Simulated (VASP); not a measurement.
# Ge (P6_3/mmc) in VASP: further runs, part 2 of 2

VASP 6.6.1.

## 3. Single point, r2SCAN

POSCAR reads:

```
Ge
1.0
    3.9975900000      0.0000000000      0.0000000000
   -1.9987900000      3.4620100000      0.0000000000
    0.0000000000      0.0000000000      6.5993800000
Ge
4
Direct
    0.6666666667      0.3333333333      0.0629000000
    0.3333333333      0.6666666667      0.5629000000
    0.6666666667      0.3333333333      0.4371000000
    0.3333333333      0.6666666667      0.9371000000
```

INCAR.step1 reads:

```
SYSTEM = Ge
PREC = Accurate ; ENCUT = 520
ISMEAR = -1 ; SIGMA = 0.1
LREAL = .FALSE. ; LASPH = .TRUE.
NELM = 100 ; NBANDS = 36
GGA = PE ; ALGO = Normal
EDIFF = 1E-4 ; LWAVE = .TRUE.
LCHARG = .FALSE.
```

INCAR.step2 reads:

```
SYSTEM = Ge
PREC = Accurate ; ENCUT = 520
EDIFF = 1E-6 ; ISMEAR = -1
SIGMA = 0.1 ; LREAL = .FALSE.
LASPH = .TRUE. ; NELM = 100
ALGO = Normal ; ISIF = 2
LWAVE = .FALSE. ; LCHARG = .FALSE.
METAGGA = R2SCAN ; LMIXTAU = .TRUE.
NBANDS = 36 ; ISTART = 1
```

KPOINTS reads:

```
regular mesh
0
G
  3 3 2
  0 0 0
```

Potentials or basis: VASP PAW PBE potentials, release 64 (Ge_d).

On the command line:

```
$ cat potpaw_PBE.64/Ge_d/POTCAR > POTCAR
$ cp INCAR.step1 INCAR
$ mpirun -np 1 vasp_std > vasp.out
$ cp INCAR.step2 INCAR
$ mpirun -np 1 vasp_std > vasp.out
```

OUTCAR:

```text
SYSTEM = Ge
   PREC = Accurate
   ENCUT = 520
   EDIFF = 1E-6
   ISMEAR = -1
   LREAL = .FALSE.
   LASPH = .TRUE.
   NELM = 100
   ISIF = 2
   METAGGA = R2SCAN
   ISTART = 1

 ion  position               nearest neighbor table
   1  0.667  0.333  0.063-   4 2.45   4 2.45   4 2.45   3 2.47
   2  0.333  0.667  0.563-   3 2.45   3 2.45   3 2.45   4 2.47
   3  0.667  0.333  0.437-   2 2.45   2 2.45   2 2.45   1 2.47
   4  0.333  0.667  0.937-   1 2.45   1 2.45   1 2.45   2 2.47

  LATTYP: Found a hexagonal cell.
 ALAT       =     3.9975900000
 C/A-ratio  =     1.6508396309

  Lattice vectors:

 A1 = (   3.9975900000,   0.0000000000,   0.0000000000)
 A2 = (  -1.9987900000,   3.4620100000,   0.0000000000)
 A3 = (   0.0000000000,   0.0000000000,   6.5993800000)

Analysis of symmetry for initial positions (statically):
=====================================================================
 Subroutine PRICEL returns:
 Original cell was already a primitive cell.

 Routine SETGRP: Setting up the symmetry group for a
 hexagonal supercell.

 Subroutine GETGRP returns: Found 24 space group operations
 (whereof 12 operations were pure point group operations)
 out of a pool of 24 trial point group operations.

The static configuration has the point symmetry D_3d.
 The point group associated with its full space group is D_6h.

Analysis of symmetry for dynamics (positions and initial velocities):
=====================================================================
 Subroutine PRICEL returns:
 Original cell was already a primitive cell.

 Routine SETGRP: Setting up the symmetry group for a
 hexagonal supercell.

 Subroutine GETGRP returns: Found 24 space group operations
 (whereof 12 operations were pure point group operations)
 out of a pool of 24 trial point group operations.

The dynamic configuration has the point symmetry D_3d.
 The point group associated with its full space group is D_6h.

 Subroutine INISYM returns: Found 24 space group operations
 (whereof 12 operations are pure point group operations),
 and found     1 'primitive' translations

----------------------------------------------------------------------------------------

                                     Primitive cell

  volume of cell :      91.3334

  direct lattice vectors                    reciprocal lattice vectors
     3.997590000  0.000000000  0.000000000     0.250150716  0.144424409  0.000000000
    -1.998790000  3.462010000  0.000000000     0.000000000  0.288849541  0.000000000
     0.000000000  0.000000000  6.599380000     0.000000000  0.000000000  0.151529386

  length of vectors
     3.997590000  3.997583608  6.599380000     0.288849079  0.288849541  0.151529386

  position of ions in fractional coordinates (direct lattice)
     0.666666667  0.333333333  0.062900000
     0.333333333  0.666666667  0.562900000
     0.666666667  0.333333333  0.437100000
     0.333333333  0.666666667  0.937100000

  ion indices of the primitive-cell ions
   primitive index   ion index
                 1           1
                 2           2
                 3           3
                 4           4

----------------------------------------------------------------------------------------

 KPOINTS: regular mesh

Automatic generation of k-mesh.
 Grid dimensions read from file:
 generate k-points for:    3    3    2

 Generating k-lattice:

  Cartesian coordinates                     Fractional coordinates (reciprocal lattice)
     0.083383572  0.048141470  0.000000000     0.333333333  0.000000000  0.000000000
     0.000000000  0.096283180  0.000000000     0.000000000  0.333333333  0.000000000
     0.000000000  0.000000000  0.075764693     0.000000000  0.000000000  0.500000000

  Length of vectors
     0.096283026  0.096283180  0.075764693

  Shift w.r.t. Gamma in fractional coordinates (k-lattice)
     0.000000000  0.000000000  0.000000000

 Subroutine IBZKPT returns following result:
 ===========================================

 Found      6 irreducible k-points:

 Following reciprocal coordinates:
            Coordinates               Weight
  0.000000  0.000000  0.000000      1.000000
  0.333333  0.000000  0.000000      6.000000
  0.333333  0.333333  0.000000      2.000000
  0.000000  0.000000  0.500000      1.000000
  0.333333  0.000000  0.500000      6.000000
  0.333333  0.333333  0.500000      2.000000
   k-points           NKPTS =      6   k-points in BZ     NKDIM =      6   number of bands    NBANDS=     36
   number of dos      NEDOS =    301   number of ions     NIONS =      4
   total plane-waves  NPLWV =  45000
   dimension x,y,z NGX =    30 NGY =   30 NGZ =   50
   dimension x,y,z NGXF=    60 NGYF=   60 NGZF=  100
   ions per type =               4
   NGX,Y,Z   is equivalent  to a cutoff of  12.48, 12.48, 12.60 a.u.
   NGXF,Y,Z  is equivalent  to a cutoff of  24.95, 24.95, 25.19 a.u.
 SYSTEM =  Ge
   PREC   = accura    normal or accurate (medium, high low for compatibility)
   ISTART =      1    job   : 0-new  1-cont  2-samecut
   ICHARG =      0    charge: 1-file 2-atom 10-const
   ISPIN  =      1    spin polarized calculation?
   LNONCOLLINEAR =      F non collinear calculations
   LSORBIT =      F    spin-orbit coupling
   LASPH  =      T    aspherical Exc in radial PAW
   ENCUT  =  520.0 eV  38.22 Ry    6.18 a.u.   7.43  7.43 12.27*2*pi/ulx,y,z
   NELM   =    100;   NELMIN=  2; NELMDL=  0     # of ELM steps
   EDIFF  = 0.1E-05   stopping-criterion for ELM
   LREAL  =      F    real-space projection
   EDIFFG = 0.1E-04   stopping-criterion for IOM
   NSW    =      0    number of steps for IOM
   IBRION =     -1    ionic relax: 0-MD 1-quasi-New 2-CG
   NFREE  =      0    steps in history (QN), initial steepest desc. (CG)
   ISIF   =      2    stress and relaxation
   ISYM   =      2    0-nonsym 1-usesym 2-fastsym
   POTIM  = 0.5000    time-step for ionic-motion
   TEBEG  =    0.0;   TEEND  =   0.0 temperature during run
   PSTRESS=    0.0 pullay stress
   NELECT =      56.0000    total number of electrons
   NUPDOWN=      -1.0000    fix difference up-down
   EMIN   =  10.00;   EMAX   =-10.00  energy-range for DOS
   EFERMI =   0.00;   METHOD = LEGACY
   ISMEAR =    -1;   SIGMA  =   0.10  broadening in eV -4-tet -1-fermi 0-gaus
   EFERMI_NEDOS =   21; number of points for ismear=-14 and -15
   IALGO  =     38    algorithm
   IMIX   =      4    mixing-type and parameters
     AMIX     =   0.40;   BMIX     =  1.00
     AMIX_MAG =   1.60;   BMIX_MAG =  1.00
  volume/ion in A,a.u.               =      22.83       154.09
  Fermi-wavevector in a.u.,A,eV,Ry     =   1.390788  2.628208 26.317631  1.934291
  Thomas-Fermi vector in A             =   2.514689
   LORBIT       =      0    0 simple, 1 ext, 2 COOP (PROOUT), +10 PAW based schemes
   METAGGA = R2SCAN    functional components
   LHFCALC =     F    Hartree Fock is set to
   AEXX    =    0.0000 exact exchange contribution
   IVDW    =     0    specifies the selected vdW correction
   LEPSILON=     F    determine dielectric tensor
   LRPA    =     F    only Hartree local field effects (RPA)
 non-spin polarized calculation
  energy-cutoff  :      520.00
  volume of cell :       91.33
 maximum number of plane-waves:      2491
 NGX is ok and might be reduce to    30
   NGX = 15   NGY = 15   NGZ = 25

 number of electron      56.0000052 magnetization

 Free energy of the ion-electron system (eV)
  ---------------------------------------------------
  ext. energy  EPLUGINS =         0.00000000
  ---------------------------------------------------
  free energy    TOTEN  =       -54.69296274 eV

  energy without entropy =      -54.66483828  energy(sigma->0) =      -54.67890051

 E-fermi :   5.0015     XC(G=0): -10.7440

 val. band max:        4.9936861570   @ k =   0.0000   0.0000   0.0000
 cond. band min:       5.1809921549   @ k =   0.0000   0.0000   0.0000
 fundamental gap:      0.1873059979
 Fermi energy:         5.0015261276

 k-point     1 :       0.0000    0.0000    0.0000
  band No.  band energies     occupation
      1     -20.7439      2.00000
      2     -20.7439      2.00000
      3     -20.7168      2.00000
      4     -20.7035      2.00000
      5     -20.7018      2.00000
      6     -20.7017      2.00000
[... 28 lines left out ...]
     35       9.6196      0.00000
     36      11.4841      0.00000
[... 164 lines left out ...]
      6     -20.6753      2.00000
[... 28 lines left out ...]
     35      11.9025      0.00000
     36      11.9025      0.00000

------------------------ aborting loop because EDIFF is reached ----------------------------------------

  FORCE on cell =-STRESS in cart. coord.  units (eV):
  Direction    XX          YY          ZZ          XY          YZ          ZX
  --------------------------------------------------------------------------------------
  -------------------------------------------------------------------------------------
  Total        1.4393535      1.4393498     -1.1744071      0.0000021     -0.0000000      0.0000000
  in kB       25.2492426     25.2491771    -20.6015333      0.0000365     -0.0000000      0.0000000
  external PRESSURE =       9.9656288 kB  Pullay stress =       0.0000000 kB

 VOLUME and BASIS-vectors are now :
 -----------------------------------------------------------------------------
  energy-cutoff  :      520.00
  volume of cell :       91.33
      direct lattice vectors                 reciprocal lattice vectors
     3.997590000  0.000000000  0.000000000     0.250150716  0.144424409  0.000000000
    -1.998790000  3.462010000  0.000000000     0.000000000  0.288849541  0.000000000
     0.000000000  0.000000000  6.599380000     0.000000000  0.000000000  0.151529386

 POSITION                                       TOTAL-FORCE (eV/Angst)
 -----------------------------------------------------------------------------------
      1.99880      1.15400      0.41510        -0.000000      0.000000      0.024172
      0.00000      2.30801      3.71479         0.000000      0.000000      0.024172
      1.99880      1.15400      2.88459        -0.000000     -0.000000     -0.024172
      0.00000      2.30801      6.18428        -0.000000     -0.000000     -0.024172
 -----------------------------------------------------------------------------------
    total drift:                               -0.000000      0.000000     -0.000000

  FREE ENERGIE OF THE ION-ELECTRON SYSTEM (eV)
  ---------------------------------------------------
  free  energy   TOTEN  =       -54.6929627368 eV

  energy  without entropy=      -54.6648382812  energy(sigma->0) =      -54.67890051
```

It took 4.4 min on 1 thread of Intel Xeon 8259CL, shared host; peak memory 0.2 GiB.

What came out:

```
Free energy            : -54.6930 eV
Pressure               : 1.0 GPa
Largest force          : 0.024 eV/Å
Band gap on the k mesh : 0.07 eV
```

Forces in eV/Å, atoms in the order of the input:
```
Ge   0.000  0.000  0.024
Ge   0.000  0.000  0.024
Ge   0.000  0.000 -0.024
Ge   0.000  0.000 -0.024
```

Levels at points of the mesh, in eV from the valence-band top:
| k point | band 24 | band 25 | band 26 | band 27 | band 28 | band 29 | band 30 | band 31 | band 32 | band 33 |
| --- | --- | --- | --- | --- | --- | --- | --- | --- | --- | --- |
| (0.00, 0.00, 0.00) | -1.68 | -1.68 | -0.27 | 0.00 | 0.00 | 0.07 | 0.26 | 2.29 | 2.29 | 2.81 |
| (0.00, 0.00, 0.50) | -5.04 | -1.03 | -1.03 | -1.03 | -1.03 | 0.85 | 0.85 | 3.46 | 3.46 | 3.46 |

Caveat: the k points lie up to 0.60 Å⁻¹ apart; the smearing spreads over this small gap; semilocal functionals underestimate gaps, and a narrow one can read as zero; the PAW data sets were made with another functional, which shifts forces and pressure a little.

The gap in the log of VASP goes by the Fermi energy; the results here count the filled bands.